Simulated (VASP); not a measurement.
# Si23H4O48 (a cell with a defect) in VASP: further runs

Si23H4O48 (a cell with a defect) is run at these levels: PBE+D3(BJ); tasks: single point.

Program: VASP 6.6.1. These are calculated values, not measurements. Logs are shortened: lines on timing, memory, paths and dates and some standing lists are left out, and cuts for length are marked.

## Step 1: The cell of the first run

The cell holds a defect, 75 atoms: a = 9.832 Å, b = 9.832 Å, c = 10.818 Å, α = 90.00°, β = 90.00°, γ = 120.00°.

## Step 2: Single point, PBE+D3(BJ)

Contents of INCAR:

```
SYSTEM = Si23H4O48
PREC = Accurate
ENCUT = 520
EDIFF = 1E-6
ISMEAR = 0
SIGMA = 0.02
LREAL = Auto
LASPH = .TRUE.
NELM = 80
ALGO = Normal
ISIF = 2
LWAVE = .FALSE.
LCHARG = .FALSE.
GGA = PE
IVDW = 12
NBANDS = 235
```

Contents of KPOINTS:

```
Automatic mesh
0
G
  1 1 1
  0 0 0
```

Contents of POSCAR:

```
Si23H4O48
1.0
    9.8316000000      0.0000000000      0.0000000000
   -4.9158000000      8.5144150000      0.0000000000
    0.0000000000      0.0000000000     10.8182000000
Si O H
23 48 4
Direct
    0.2668430000      0.0009767400      0.1634700000
    0.0028516000      0.2703680000      0.3357050000
    0.2306050000      0.2354080000      0.0001007300
    0.2653480000      0.9977494000      0.6636500000
    0.9932126000      0.2663560000      0.8350300000
    0.2323110000      0.2285110000      0.5017520000
    0.2682820000      0.5027390000      0.1672110000
    0.9997803800      0.7676140000      0.3331480000
    0.2338640000      0.7330290000      0.9966533000
    0.9989205000      0.7666930000      0.8327140000
    0.2344290000      0.7356140000      0.4976220000
    0.7692410000      0.0042952000      0.1672390000
    0.4984520000      0.2670890000      0.3326380000
    0.7266420000      0.2320240000      0.0002954000
    0.7657180000      0.0012322000      0.6669000000
    0.4945750000      0.2657660000      0.8320270000
    0.7327730000      0.2338080000      0.4992370000
    0.7651740000      0.5008340000      0.1672980000
    0.5011880000      0.7703670000      0.3320530000
    0.7350830000      0.7369020000      0.0012113000
    0.7631940000      0.4995590000      0.6663380000
    0.5046480000      0.7692100000      0.8316280000
    0.7327490000      0.7354920000      0.4996880000
    0.0687650000      0.2066210000      0.4462400000
    0.2961240000      0.3658270000      0.1099080000
    0.1402060000      0.4347450000      0.2786630000
    0.2024600000      0.0698960000      0.0553950000
    0.3623780000      0.2944360000      0.3913610000
    0.4306990000      0.1384180000      0.2213530000
    0.0654320000      0.2098730000      0.9457150000
    0.3038820000      0.3517710000      0.6166480000
    0.1356700000      0.4290170000      0.7780800000
    0.1997120000      0.0574320000      0.5499300000
    0.3584550000      0.2958220000      0.8879650000
    0.4284840000      0.1364520000      0.7217280000
    0.0679010000      0.7063220000      0.4438320000
    0.2991160000      0.8684090000      0.1031500000
    0.1368330000      0.9300380000      0.2735220000
    0.2040780000      0.5698520000      0.0580140000
    0.3639780000      0.7993980000      0.3865800000
    0.4342950000      0.6406840000      0.2215190000
    0.0677460000      0.7049810000      0.9423610000
    0.2993620000      0.8643310000      0.6090240000
    0.1350350000      0.9300380000      0.7738950000
    0.2058530000      0.5699500000      0.5554350000
    0.3593880000      0.7870590000      0.8833780000
    0.4574520000      0.6484340000      0.7143040000
    0.5683340000      0.2046660000      0.4411890000
    0.7907210000      0.3628830000      0.1097040000
    0.6344730000      0.4331810000      0.2768560000
    0.7032200000      0.0691220000      0.0573170000
    0.8658290000      0.2991990000      0.3913950000
    0.9337440000      0.1415760000      0.2241200000
    0.5617480000      0.2046160000      0.9436860000
    0.7914020000      0.3622690000      0.6109670000
    0.6303510000      0.4323090000      0.7751710000
    0.7053660000      0.0690910000      0.5554790000
    0.8539980000      0.2927100000      0.8882170000
    0.9307640000      0.1366270000      0.7244910000
    0.5684650000      0.7078670000      0.4422990000
    0.7990200000      0.8685060000      0.1101390000
    0.6394420000      0.9356300000      0.2772850000
    0.7054800000      0.5714430000      0.0574340000
    0.8637870000      0.7971160000      0.3899890000
    0.9305870000      0.6356190000      0.2243800000
    0.5697540000      0.7090080000      0.9453830000
    0.7944690000      0.8645580000      0.6107280000
    0.6368080000      0.9393260000      0.7782680000
    0.7041320000      0.5699330000      0.5561050000
    0.8633810000      0.7966100000      0.8896810000
    0.9285160000      0.6335080000      0.7246220000
    0.4522990000      0.5477660000      0.7253400000
    0.2297450000      0.3561110000      0.6755540000
    0.3027980000      0.5849670000      0.5956360000
    0.1203613100      0.4691126700      0.7217755400
```

Potentials or basis: VASP PAW PBE potentials, release 64 (Si, O, H).

Started as:

```sh
$ cat potpaw_PBE.64/Si/POTCAR potpaw_PBE.64/O/POTCAR potpaw_PBE.64/H/POTCAR > POTCAR
$ mpirun -np 1 vasp_gam > vasp.out
```

OUTCAR:

```text
SYSTEM = Si23H4O48
   PREC = Accurate
   ENCUT = 520
   EDIFF = 1E-6
   ISMEAR = 0
   LREAL = Auto
   LASPH = .TRUE.
   NELM = 80
   ISIF = 2
   GGA = PE
   IVDW = 12
 IVDW          = 12

 ion  position               nearest neighbor table
   1  0.267  0.001  0.163-  29 1.62  37 1.62  38 1.63  27 1.63   3 3.06  13 3.07   9 3.07   8 3.08

   2  0.003  0.270  0.336-  26 1.62  52 1.62  24 1.63  53 1.63  17 3.06   7 3.06   6 3.07  12 3.07

   3  0.231  0.235  0.000-  27 1.62  30 1.62  25 1.63  34 1.63   7 3.06  16 3.06   1 3.06   5 3.07

   4  0.265  0.998  0.664-  43 1.62  35 1.62  33 1.63  44 1.63   6 3.01  11 3.03  16 3.07  10 3.07

   5  0.993  0.266  0.835-  58 1.62  30 1.62  59 1.63  32 1.63  15 3.05  14 3.05   3 3.07
   6  0.232  0.229  0.502-  24 1.63  28 1.63  31 1.63  33 1.63   4 3.01  13 3.06   2 3.07
   7  0.268  0.503  0.167-  41 1.62  25 1.62  26 1.63  39 1.63  19 3.05   3 3.06   2 3.06   9 3.07
[... 77 lines left out ...]
  70  0.863  0.797  0.890-  10 1.62  20 1.63
  71  0.929  0.634  0.725-  21 1.62  10 1.63
  72  0.452  0.548  0.725-  47 0.97
  73  0.230  0.356  0.676-  31 0.99
  74  0.303  0.585  0.596-  45 0.99
  75  0.120  0.469  0.722-  32 0.78

  LATTYP: Found a hexagonal cell.
 ALAT       =     9.8316000000
 C/A-ratio  =     1.1003498922

  Lattice vectors:

 A1 = (   9.8316000000,   0.0000000000,   0.0000000000)
 A2 = (  -4.9158000000,   8.5144150000,   0.0000000000)
 A3 = (   0.0000000000,   0.0000000000,  10.8182000000)

Analysis of symmetry for initial positions (statically):
=====================================================================
 Subroutine PRICEL returns:
 Original cell was already a primitive cell.

 Routine SETGRP: Setting up the symmetry group for a
 hexagonal supercell.

 Subroutine GETGRP returns: Found  1 space group operations
 (whereof  1 operations were pure point group operations)
 out of a pool of 24 trial point group operations.

The static configuration has the point symmetry C_1 .

Analysis of symmetry for dynamics (positions and initial velocities):
=====================================================================
 Subroutine PRICEL returns:
 Original cell was already a primitive cell.

 Routine SETGRP: Setting up the symmetry group for a
 hexagonal supercell.

 Subroutine GETGRP returns: Found  1 space group operations
 (whereof  1 operations were pure point group operations)
 out of a pool of 24 trial point group operations.

The dynamic configuration has the point symmetry C_1 .

 Subroutine INISYM returns: Found  1 space group operations
 (whereof  1 operations are pure point group operations),
 and found     1 'primitive' translations

----------------------------------------------------------------------------------------

                                     Primitive cell

  volume of cell :     905.5950

  direct lattice vectors                    reciprocal lattice vectors
     9.831600000  0.000000000  0.000000000     0.101712844  0.058723941  0.000000000
    -4.915800000  8.514415000  0.000000000     0.000000000  0.117447881  0.000000000
     0.000000000  0.000000000 10.818200000     0.000000000  0.000000000  0.092436819

  length of vectors
     9.831600000  9.831599688 10.818200000     0.117447877  0.117447881  0.092436819

  position of ions in fractional coordinates (direct lattice)
     0.266843000  0.000976740  0.163470000
     0.002851600  0.270368000  0.335705000
     0.230605000  0.235408000  0.000100730
     0.265348000  0.997749400  0.663650000
     0.993212600  0.266356000  0.835030000
     0.232311000  0.228511000  0.501752000
[... 67 lines left out ...]
     0.302798000  0.584967000  0.595636000
     0.120361310  0.469112670  0.721775540

  ion indices of the primitive-cell ions
   primitive index   ion index
                 1           1
                 2           2
                 3           3
                 4           4
                 5           5
                 6           6
[... 67 lines left out ...]
                74          74
                75          75

----------------------------------------------------------------------------------------

 KPOINTS: Automatic mesh

Automatic generation of k-mesh.
 Grid dimensions read from file:
 generate k-points for:    1    1    1

 Generating k-lattice:

  Cartesian coordinates                     Fractional coordinates (reciprocal lattice)
     0.101712844  0.058723941  0.000000000     1.000000000  0.000000000  0.000000000
     0.000000000  0.117447881  0.000000000     0.000000000  1.000000000  0.000000000
     0.000000000  0.000000000  0.092436819     0.000000000  0.000000000  1.000000000

  Length of vectors
     0.117447877  0.117447881  0.092436819

  Shift w.r.t. Gamma in fractional coordinates (k-lattice)
     0.000000000  0.000000000  0.000000000

 Subroutine IBZKPT returns following result:
 ===========================================

 Found      1 irreducible k-points:

[... 11 lines left out ...]
 SYSTEM =  Si23H4O48
   PREC   = accura    normal or accurate (medium, high low for compatibility)
   ISTART =      0    job   : 0-new  1-cont  2-samecut
   ICHARG =      2    charge: 1-file 2-atom 10-const
   ISPIN  =      1    spin polarized calculation?
   LNONCOLLINEAR =      F non collinear calculations
   LSORBIT =      F    spin-orbit coupling
   LASPH  =      T    aspherical Exc in radial PAW
   ENCUT  =  520.0 eV  38.22 Ry    6.18 a.u.  18.28 18.28 20.11*2*pi/ulx,y,z
   NELM   =     80;   NELMIN=  2; NELMDL= -5     # of ELM steps
   EDIFF  = 0.1E-05   stopping-criterion for ELM
   LREAL  =      T    real-space projection
   EDIFFG = 0.1E-04   stopping-criterion for IOM
   NSW    =      0    number of steps for IOM
   IBRION =     -1    ionic relax: 0-MD 1-quasi-New 2-CG
   NFREE  =      0    steps in history (QN), initial steepest desc. (CG)
   ISIF   =      2    stress and relaxation
   ISYM   =      2    0-nonsym 1-usesym 2-fastsym
   POTIM  = 0.5000    time-step for ionic-motion
   TEBEG  =    0.0;   TEEND  =   0.0 temperature during run
   PSTRESS=    0.0 pullay stress
   NELECT =     384.0000    total number of electrons
   NUPDOWN=      -1.0000    fix difference up-down
   EMIN   =  10.00;   EMAX   =-10.00  energy-range for DOS
   EFERMI =   0.00;   METHOD = LEGACY
   ISMEAR =     0;   SIGMA  =   0.02  broadening in eV -4-tet -1-fermi 0-gaus
   EFERMI_NEDOS =   21; number of points for ismear=-14 and -15
   IALGO  =     38    algorithm
   IMIX   =      4    mixing-type and parameters
     AMIX     =   0.40;   BMIX     =  1.00
     AMIX_MAG =   1.60;   BMIX_MAG =  1.00
  volume/ion in A,a.u.               =      12.07        81.48
  Fermi-wavevector in a.u.,A,eV,Ry     =   1.229912  2.324196 20.581296  1.512683
  Thomas-Fermi vector in A             =   2.364781
   LORBIT       =      0    0 simple, 1 ext, 2 COOP (PROOUT), +10 PAW based schemes
   GGA     = PE    functional components
   LHFCALC =     F    Hartree Fock is set to
   AEXX    =    0.0000 exact exchange contribution
   IVDW    =    12    specifies the selected vdW correction
   LEPSILON=     F    determine dielectric tensor
   LRPA    =     F    only Hartree local field effects (RPA)
 non-spin polarized calculation
 Gauss-broadening in eV      SIGMA  =   0.02
  energy-cutoff  :      520.00
  volume of cell :      905.60
 maximum number of plane-waves:     12195
 NGX is ok and might be reduce to    80
   NGX = 37   NGY = 37   NGZ = 41

 number of electron     384.0000017 magnetization

 Free energy of the ion-electron system (eV)
  ---------------------------------------------------
  ext. energy  EPLUGINS =         0.00000000
  ---------------------------------------------------
  free energy    TOTEN  =      -571.92175758 eV

  energy without entropy =     -571.92175758  energy(sigma->0) =     -571.92175758

 E-fermi :   1.2513     XC(G=0):  -9.2346

 val. band max:        1.1562629998   @ k =   0.0000   0.0000   0.0000
 cond. band min:       6.8038627286   @ k =   0.0000   0.0000   0.0000
 fundamental gap:      5.6475997288
 Fermi energy:         1.2513066520

 k-point     1 :       0.0000    0.0000    0.0000
  band No.  band energies     occupation
      1     -18.8807      2.00000
      2     -18.3064      2.00000
      3     -17.9021      2.00000
      4     -17.8882      2.00000
      5     -17.8811      2.00000
      6     -17.8563      2.00000
[... 196 lines left out ...]
    203       9.8024      0.00000
    204       9.8514      0.00000
 [bands above 204 left out]

------------------------ aborting loop because EDIFF is reached ----------------------------------------

 Edisp (eV)  -10.19516

 E8    (eV) :    -3.4066

  FORCE on cell =-STRESS in cart. coord.  units (eV):
  Direction    XX          YY          ZZ          XY          YZ          ZX
  --------------------------------------------------------------------------------------
  -------------------------------------------------------------------------------------
  Total       5.54948     8.70090    12.65419    -2.72970    -6.58619     5.26946
  in kB       9.81814    15.39362    22.38777    -4.82938   -11.65229     9.32272
  external pressure =       15.87 kB  Pullay stress =        0.00 kB

 VOLUME and BASIS-vectors are now :
 -----------------------------------------------------------------------------
  energy-cutoff  :      520.00
  volume of cell :      905.60
      direct lattice vectors                 reciprocal lattice vectors
     9.831600000  0.000000000  0.000000000     0.101712844  0.058723941  0.000000000
    -4.915800000  8.514415000  0.000000000     0.000000000  0.117447881  0.000000000
     0.000000000  0.000000000 10.818200000     0.000000000  0.000000000  0.092436819

 POSITION                                       TOTAL-FORCE (eV/Angst)
 -----------------------------------------------------------------------------------
      2.61869      0.00832      1.76845         0.019002     -0.013210      0.026516
     -1.30104      2.30203      3.63172        -0.012910      0.046074      0.025440
      1.11000      2.00436      0.00109         0.032608     -0.019038      0.035683
     -2.29594      8.49525      7.17950         0.054767     -0.052976     -0.019817
      8.45552      2.26787      9.03352         0.048478     -0.256917      0.250825
      1.16067      1.94564      5.42805        -0.018036     -0.025957     -0.075428
[... 67 lines left out ...]
      0.10141      4.98065      6.44371        -0.005335     -0.009800      0.015027
     -1.12272      3.99422      7.80831        -9.183096      9.338417    -16.058229
 -----------------------------------------------------------------------------------
    total drift:                               -0.018906      0.003152     -0.013385

  FREE ENERGIE OF THE ION-ELECTRON SYSTEM (eV)
  ---------------------------------------------------
  free  energy   TOTEN  =      -582.1169156513 eV

  energy  without entropy=     -582.1169156513  energy(sigma->0) =     -582.11691565
```

It took 5 min on 1 thread of Intel Xeon 6975P-C (Granite Rapids), shared host; peak memory 0.96 GiB.

Results:

| Item | Value |
| --- | --- |
| Free energy | -582.1169 eV |
| Pressure | 1.6 GPa |
| Largest force | 20.722 eV/Å |
| Band gap on the k mesh | 5.65 eV |
| Dispersion energy per atom | -0.136 eV |

Forces in eV/Å, atoms in the order of the input:
```
Si    0.019  -0.013   0.027
Si   -0.013   0.046   0.025
Si    0.033  -0.019   0.036
Si    0.055  -0.053  -0.020
Si    0.048  -0.257   0.251
Si   -0.018  -0.026  -0.075
Si    0.018   0.007   0.050
Si    0.020   0.000   0.045
Si   -0.011   0.018   0.024
Si   -0.009  -0.003  -0.045
Si    0.076  -0.246   0.101
Si    0.018  -0.011   0.027
Si    0.002   0.006   0.010
Si   -0.053  -0.031   0.061
Si   -0.039  -0.063  -0.063
Si    0.004   0.013  -0.026
Si   -0.005   0.016  -0.001
Si    0.010   0.017   0.020
Si   -0.062   0.008   0.046
Si   -0.005  -0.014   0.007
Si    0.054   0.015  -0.019
Si   -0.030   0.023  -0.013
Si   -0.013  -0.029  -0.022
O     0.012  -0.005   0.010
O    -0.004  -0.013  -0.024
O     0.010  -0.007  -0.024
O    -0.001   0.012  -0.013
O    -0.012  -0.004   0.010
O    -0.006   0.008  -0.007
O    -0.052   0.045  -0.070
O    -0.012   0.015   0.060
O     8.983  -9.220  15.970
O    -0.014   0.023  -0.001
O    -0.023   0.002   0.003
O    -0.007   0.020   0.014
O    -0.055   0.030  -0.043
O    -0.001  -0.009  -0.014
O     0.011   0.013  -0.023
O    -0.003  -0.004  -0.027
O     0.026   0.046  -0.062
O     0.001  -0.006  -0.024
O     0.008  -0.009   0.004
O    -0.024   0.071   0.027
O    -0.002   0.013   0.010
O     0.022   0.095  -0.132
O    -0.005  -0.016   0.003
O    -0.018   0.033   0.027
O    -0.010   0.005  -0.006
O     0.006  -0.018  -0.024
O     0.007   0.003  -0.007
O     0.004   0.015  -0.025
O    -0.007  -0.019  -0.003
O    -0.003   0.003  -0.013
O     0.012   0.003   0.000
O    -0.016  -0.024   0.005
O    -0.006  -0.009   0.014
O     0.023  -0.006   0.024
O     0.097   0.042  -0.071
O     0.043   0.146   0.050
O     0.022   0.013  -0.002
O    -0.001  -0.001  -0.010
O     0.017   0.012  -0.017
O     0.006  -0.003  -0.004
O    -0.014   0.000   0.004
O    -0.010  -0.003  -0.015
O    -0.008   0.003  -0.005
O    -0.006   0.018   0.021
O     0.021   0.025   0.007
O     0.000   0.002   0.005
O    -0.012   0.001   0.010
O    -0.021   0.009   0.029
H     0.048  -0.082  -0.026
H     0.063  -0.003  -0.019
H    -0.005  -0.010   0.015
H    -9.183   9.338 -16.058
```

Stress tensor (GPa, compression positive):
```
 0.98 -0.48  0.93
-0.48  1.54 -1.17
 0.93 -1.17  2.24
```

Caveat: the k points lie up to 0.74 Å⁻¹ apart.

## Step 3: Single point, PBE+D3(BJ)

Contents of INCAR:

```
  ALGO = Normal
  EDIFF = 1E-6
  ENCUT = 520
  GGA = PE
  ISIF = 2
  ISMEAR = 0
  IVDW = 12
  LASPH = True
  LCHARG = False
  LREAL = Auto
  LWAVE = False
  NBANDS = 235
  NELM = 100
  PREC = Accurate
  SIGMA = 0.02
```

Contents of KPOINTS:

```
k-points
0
Gamma
  1 1 1
```

Edit POSCAR of step 2 so:

```diff
@@ -82,2 +82,2 @@
     0.3027980000      0.5849670000      0.5956360000
-    0.1203613100      0.4691126700      0.7217755400
+    0.1191837100      0.4721969500      0.7174444300
```

Potentials or basis: VASP PAW PBE potentials, release 64 (Si, O, H).

Started as:

```sh
$ cat potpaw_PBE.64/Si/POTCAR potpaw_PBE.64/O/POTCAR potpaw_PBE.64/H/POTCAR > POTCAR
$ mpirun -np 1 vasp_gam > vasp.out
```

Run time: 4.8 min. Hardware: 1 thread of Intel Xeon 6975P-C (Granite Rapids), shared host; peak memory 0.95 GiB.

It converged, with:

```
Free energy                : -583.0548 eV
Pressure                   : 1.2 GPa
Largest force              : 11.234 eV/Å
Band gap on the k mesh     : 5.67 eV
Dispersion energy per atom : -0.136 eV
```

Forces on the atoms (eV/Å):
```
Si   0.019 -0.011  0.020
Si  -0.011  0.039  0.020
Si   0.022 -0.017  0.026
Si   0.046 -0.039 -0.012
Si   0.031 -0.196  0.185
Si  -0.015 -0.020 -0.064
Si   0.017  0.005  0.038
Si   0.012  0.004  0.034
Si  -0.008  0.010  0.018
Si  -0.009  0.002 -0.033
Si   0.052 -0.187  0.073
Si   0.017 -0.008  0.019
Si   0.000  0.007  0.008
Si  -0.042 -0.027  0.046
Si  -0.026 -0.048 -0.048
Si   0.001  0.012 -0.019
Si  -0.006  0.007 -0.001
Si   0.011  0.013  0.014
Si  -0.048  0.010  0.035
Si  -0.007 -0.014  0.006
Si   0.043  0.011 -0.014
Si  -0.033  0.024 -0.010
Si  -0.012 -0.026 -0.016
O    0.009 -0.003  0.008
O   -0.004 -0.011 -0.019
O    0.009 -0.005 -0.018
O    0.002  0.009 -0.009
O   -0.011 -0.004  0.007
O   -0.006  0.008 -0.005
O   -0.040  0.036 -0.054
O    0.001  0.011  0.039
O    4.849 -4.996  8.620
O   -0.011  0.017 -0.001
O   -0.018  0.001  0.003
O   -0.007  0.016  0.009
O   -0.042  0.023 -0.032
O   -0.001 -0.008 -0.011
O    0.011  0.010 -0.018
O   -0.001 -0.002 -0.020
O    0.019  0.034 -0.047
O    0.001 -0.003 -0.018
O    0.005 -0.006  0.002
O   -0.018  0.052  0.020
O    0.000  0.011  0.006
O    0.010  0.072 -0.109
O   -0.004 -0.012  0.003
O   -0.019  0.035  0.018
O   -0.008  0.005 -0.005
O    0.003 -0.015 -0.019
O    0.007  0.003 -0.005
O    0.005  0.011 -0.018
O   -0.006 -0.016 -0.001
O   -0.003  0.005 -0.010
O    0.008  0.002  0.000
O   -0.012 -0.019  0.004
O   -0.003 -0.006  0.010
O    0.018 -0.004  0.018
O    0.070  0.028 -0.051
O    0.032  0.109  0.037
O    0.017  0.012 -0.003
O   -0.001 -0.001 -0.009
O    0.014  0.009 -0.013
O    0.006 -0.002 -0.003
O   -0.012  0.000  0.004
O   -0.008  0.000 -0.010
O   -0.006  0.002 -0.004
O   -0.005  0.011  0.014
O    0.017  0.020  0.006
O    0.002  0.001  0.004
O   -0.010 -0.001  0.008
O   -0.015  0.007  0.023
H    0.044 -0.085 -0.025
H    0.033  0.005  0.007
H    0.021 -0.009  0.020
H   -4.994  5.094 -8.678
```

Stress tensor (GPa, compression positive):
```
 0.76 -0.25  0.52
-0.25  1.32 -0.75
 0.52 -0.75  1.51
```

Levels at points of the mesh, in eV from the valence-band top:
| k point | band 190 | band 191 | band 192 | band 193 | band 194 | band 195 |
| --- | --- | --- | --- | --- | --- | --- |
| (0.00, 0.00, 0.00) | -0.23 | -0.21 | 0.00 | 5.67 | 7.60 | 7.66 |

Caveat: the k points lie up to 0.74 Å⁻¹ apart.
